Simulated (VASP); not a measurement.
Input of a VASP 6.6.1 run:

Contents of INCAR:

```
SYSTEM = BN
PREC     = Accurate       ! precision mode
ENCUT    = 600            ! plane-wave cutoff, eV
EDIFF    = 1E-7           ! SCF threshold, eV
ISMEAR   = 0              ! smearing method
SIGMA    = 0.01           ! smearing width, eV
LREAL    = .False.        ! projectors in reciprocal space
LASPH    = .True.         ! aspherical terms in the spheres
NELM     = 120            ! most SCF steps
ALGO     = Normal         ! electronic algorithm
ISIF     = 3              ! what is computed and relaxed
LWAVE    = .False.        ! write WAVECAR
LCHARG   = .False.        ! write CHGCAR
IBRION   = 2              ! ionic algorithm
NSW      = 80             ! ionic steps
EDIFFG   = -0.001         ! ionic threshold
PSTRESS  = 160.0        
GGA_COMPAT= .False.      
NELMIN   = 4
```

Contents of KPOINTS:

```
Automatic mesh
0
Gamma
  12 12 12
  0 0 0
```

The input POSCAR:

```
BN
1.0
    1.2442985528      0.7183961044      3.2240992216
   -1.2442985528      0.7183961044      3.2240992216
    0.0000000000     -1.4367922088      3.2240992216
B N
1 1
Direct
    0.9997405136      0.9997405136      0.9997405136
    0.3326924864      0.3326924864      0.3326924864
```

Potentials or basis: VASP PAW LDA potentials, release 64 (B, N).

Command:

```sh
$ cat potpaw_LDA.64/B/POTCAR potpaw_LDA.64/N/POTCAR > POTCAR
$ mpirun -np 1 vasp_std > vasp.out
```

Question: Estimate the relaxed volume.

Answer: 7.02 Å³/atom.

Question: What does it give for the band gap on the k mesh?

Answer: 3.43 eV (least direct gap 4.83 eV).

Final structure:
```xyz
2
Lattice="1.2318 0.7112 2.6728 -1.2318 0.7112 2.6728 0.0000 -1.4224 2.6728" Properties=species:S:1:pos:R:3 pbc="T T T"
B     0.0000    0.0000    0.0108
N     0.0000    0.0000    2.6547
```

Caveat: the cell is relaxed towards a set pressure, so the run minimises the enthalpy, not the energy; the volume moved by over 15 % at a fixed basis, so the end points are rough. A k mesh can miss the band edges.
